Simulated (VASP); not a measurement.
SnS:

```
Sn S
1.0
    11.20000    0.00000    0.00000
     0.00000    3.98700    0.00000
     0.00000    0.00000    4.33400
Sn S
4 4
Direct
  0.11940 0.25000 0.11980
  0.38060 0.75000 0.61980
  0.61940 0.25000 0.38020
  0.88060 0.75000 0.88020
  0.85080 0.25000 0.47930
  0.64920 0.75000 0.97930
  0.35080 0.25000 0.02070
  0.14920 0.75000 0.52070
```

- Program: VASP 6.6.1
- Task: relaxation of cell and atoms
- Functional: PBE
- Potentials or basis: VASP PAW PBE potentials, release 64 (Sn_d, S)
- Cutoff: 500 eV
- k mesh: 4 × 8 × 6
- Occupations: fermi-dirac, width 0.02 eV
- Spin: no spin polarisation

At the start: pressure 2.2 GPa; volume 24.19 Å³/atom.

Question: How do energy, volume and symmetry change on relaxing?

Answer: Over 14 steps the energy falls by 7.5 meV/atom and the volume is 25.56 Å³/atom (+5.6 %); space group Pnma (No. 62, to 0.1 Å) before and after.

Step by step:
| step | energy change (eV) | largest force (eV/Å) | pressure (GPa) | volume (Å³) |
| --- | --- | --- | --- | --- |
| 1 | 0.0000 | 0.1393 | 2.24 | 193.53 |
| 2 | -0.0400 | 0.2261 | -0.73 | 203.14 |
| 3 | -0.0480 | 0.1237 | 0.08 | 200.26 |
| 4 | -0.0511 | 0.1012 | 0.06 | 200.82 |
| 5 | -0.0568 | 0.0377 | 0.04 | 202.44 |
| 6 | -0.0534 | 0.0864 | 0.03 | 205.72 |
| 7 | -0.0577 | 0.0106 | 0.03 | 203.51 |
| 8 | -0.0590 | 0.0240 | -0.04 | 204.12 |
| 9 | -0.0591 | 0.0320 | -0.07 | 204.40 |
| 10 | -0.0597 | 0.0144 | 0.09 | 204.14 |
| 11 | -0.0597 | 0.0132 | 0.06 | 204.19 |
| 12 | -0.0597 | 0.0165 | -0.05 | 204.64 |
| 13 | -0.0598 | 0.0100 | -0.01 | 204.44 |
| 14 | -0.0598 | 0.0092 | -0.01 | 204.46 |

Final structure:
```
Sn S
1.0
    11.45126    0.00000    0.00000
     0.00000    4.02706    0.00000
     0.00000    0.00000    4.43369
Sn S
4 4
Direct
  0.12199 0.25000 0.12363
  0.37801 0.75000 0.62363
  0.62199 0.25000 0.37637
  0.87801 0.75000 0.87637
  0.85003 0.25000 0.48062
  0.64997 0.75000 0.98061
  0.35003 0.25000 0.01939
  0.14997 0.75000 0.51939
```
